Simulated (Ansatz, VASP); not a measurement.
**BePtBr in VASP and in Ansatz**

POSCAR

```
BePtBr
1.0
    3.7743690000      0.0000000000      0.0000000000
    0.0000000000      3.7743690000      0.0000000000
    0.0000000000      0.0000000000      7.2454230000
Be Br Pt
2 2 2
Direct
    0.0000000000      0.5000000000      0.1789000000
    0.5000000000      0.0000000000      0.8211000000
    0.0000000000      0.5000000000      0.6183000000
    0.5000000000      0.0000000000      0.3817000000
    0.0000000000      0.0000000000      0.0000000000
    0.5000000000      0.5000000000      0.0000000000
```

Contents of INCAR.step1:

```
  PREC = Accurate
  ENCUT = 520
  ISMEAR = -1
  SIGMA = 0.0235
  LREAL = F
  LASPH = T
  NELM = 60
  NBANDS = 28
  GGA = PE
  ALGO = Normal
  EDIFF = 1E-4
  LWAVE = T
  LCHARG = F
```

The input INCAR.step2:

```
  PREC = Accurate
  ENCUT = 520
  EDIFF = 1E-6
  ISMEAR = -1
  SIGMA = 0.0235
  LREAL = F
  LASPH = T
  NELM = 60
  ALGO = Normal
  ISIF = 2
  LWAVE = F
  LCHARG = F
  METAGGA = R2SCAN
  LMIXTAU = T
  NBANDS = 28
  ISTART = 1
```

The input KPOINTS:

```
regular mesh
0
Gamma
  9 9 5
```

Input for Ansatz:

```yaml
crystal:
  lattice:
    - [3.774369, 0.0, 0.0]
    - [0.0, 3.774369, 0.0]
    - [0.0, 0.0, 7.245423]
  atoms:
    - { symbol: Be, position: [0.0, 0.5, 0.1789] }
    - { symbol: Be, position: [0.5, 0.0, 0.8211] }
    - { symbol: Br, position: [0.0, 0.5, 0.6183] }
    - { symbol: Br, position: [0.5, 0.0, 0.3817] }
    - { symbol: Pt, position: [0.0, 0.0, 0.0] }
    - { symbol: Pt, position: [0.5, 0.5, 0.0] }
  symmetry: { tolerance: 0.0003 }
kpoints:
  mp_grid: { grid: [9, 9, 5], shift: [0, 0, 0] }
  band_path:
    path:
      - [0.0, 0.0, 0.0]
      - [0.0, 0.5, 0.0]
      - [0.5, 0.5, 0.0]
      - [0.0, 0.0, 0.0]
      - [0.0, 0.0, 0.5]
      - [0.0, 0.5, 0.5]
      - [0.5, 0.5, 0.5]
      - [0.0, 0.0, 0.5]
      - [0.0, 0.5, 0.0]
      - [0.0, 0.5, 0.5]
      - [0.5, 0.5, 0.0]
    npoints: 6
magnetization:
  spin_polarized: false
scf:
  occupations: { method: fermi_dirac, width: 0.0235 }
  lower_state_search: "off"
  max_iter: 200
hamiltonian:
  pseudopotentials: { kind: paw }
  xc: r2scan
basis:
  ecutwfc: 500
  fft_grid_basis: typed
output:
  forces: true
  stress: true
  eigenvalues: true
  bader: true
  populations: true
  elf: true
  write_potential: true
  volumetric_format: npy
  dos:
    e_range: [-12, 8]
    de: 0.05
    projected: { site_lists: { Be: [Be], Br: [Br], Pt: [Pt] } }
checkpoint:
  read: saved_state
```

Alike in both runs: task single point; functional r2SCAN; k mesh 9 × 9 × 5; occupations fermi-dirac, width 0.0235 eV; no spin polarisation.

```csv
,VASP,Ansatz
version,VASP 6.6.1,Ansatz 0.2.0
potentials or method,"VASP PAW PBE potentials, release 64 (Be, Br, Pt), cutoff 520 eV",PAW plane waves
valence electrons in the cell,38,54
```

Ansatz gave:

```
pressure (GPa)                                                : 4.5
traceless stress, the component that is largest in VASP (GPa) : -1.56
rms of the force components (eV/Å)                            : 0.404
```

Problem. What did VASP give for the same quantities?

Solution. Pressure (GPa): 4.8; traceless stress, the component that is largest in VASP (GPa): -1.66; rms of the force components (eV/Å): 0.404.

VASP's potentials were made for PBE, not for r2SCAN. Atom by atom the forces differ by 0.017 eV/Å (rms over components). The functional is the same, so the differences come from potentials, cutoffs and numerics. VASP's potentials hold 38 valence electrons a cell and Ansatz's 54, so a difference there can come from the potentials and not from the codes.

Neither program's run includes spin-orbit coupling.
